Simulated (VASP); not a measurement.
GaBiSe3:

```xyz
10
Lattice="-3.4001 3.4001 4.8084 3.4001 -3.4001 4.8084 3.4001 3.4001 -4.8084" Properties=species:S:1:pos:R:3 pbc="T T T"
Ga    0.0000    0.0000    4.8084
Ga    0.0000    0.0000    0.0000
Bi    0.0000    3.4001    2.4042
Bi    3.4001    0.0000    2.4042
Se    1.9740   -1.4261    4.8084
Se    1.4261    1.9740    4.8084
Se    0.0000    0.0000    7.2126
Se    1.4261    4.8262    0.0000
Se    1.9740    1.4261    0.0000
Se    0.0000    0.0000    2.4042
```

| Item | Value |
| --- | --- |
| Program | VASP 6.6.1 |
| Task | relaxation of cell and atoms |
| Functional | PBE |
| Potentials or basis | VASP PAW PBE potentials, release 64 (Ga_d, Bi_d, Se) |
| Cutoff | 600 eV |
| k mesh | 4 × 4 × 4 |
| Occupations | gaussian, width 0.1 eV |
| Spin | no spin polarisation |

At the start: pressure 8.5 GPa; volume 22.23 Å³/atom.

Problem. How do energy, volume and symmetry change on relaxing?

Solution. Over 12 steps the energy falls by 180.4 meV/atom and the volume is 24.77 Å³/atom (+11.4 %); space group I4/mcm (No. 140, to 0.1 Å) before and after.

The path:
| step | energy change (eV) | largest force (eV/Å) | pressure (GPa) | volume (Å³) |
| --- | --- | --- | --- | --- |
| 1 | 0.0000 | 1.1024 | 8.51 | 222.35 |
| 2 | -0.7423 | 0.9937 | -2.91 | 262.55 |
| 3 | -0.8136 | 1.0327 | -0.86 | 252.13 |
| 4 | -1.0293 | 0.9613 | -0.83 | 251.64 |
| 5 | -1.5433 | 0.5885 | -0.59 | 250.11 |
| 6 | -1.7232 | 0.3658 | 0.77 | 246.93 |
| 7 | -1.7796 | 0.0179 | 0.20 | 248.05 |
| 8 | -1.7800 | 0.0375 | 0.24 | 247.97 |
| 9 | -1.7962 | 0.0241 | -0.74 | 250.85 |
| 10 | -1.7976 | 0.0152 | -0.54 | 250.21 |
| 11 | -1.7969 | 0.0212 | 0.48 | 245.23 |
| 12 | -1.8038 | 0.0198 | -0.05 | 247.75 |

Final structure:
```
CELL_PARAMETERS angstrom
-3.41808 3.41808 5.30132
3.41808 -3.41808 5.30132
3.41808 3.41808 -5.30132
ATOMIC_POSITIONS crystal
Ga 0.50000 0.50000 0.00000
Ga 0.00000 0.00000 0.00000
Bi 0.75000 0.25000 0.50000
Bi 0.25000 0.75000 0.50000
Se 0.33841 0.83841 0.17683
Se 0.83841 0.66159 0.50000
Se 0.75000 0.75000 0.00000
Se 0.66159 0.16159 0.82317
Se 0.16159 0.33841 0.50000
Se 0.25000 0.25000 0.00000
```
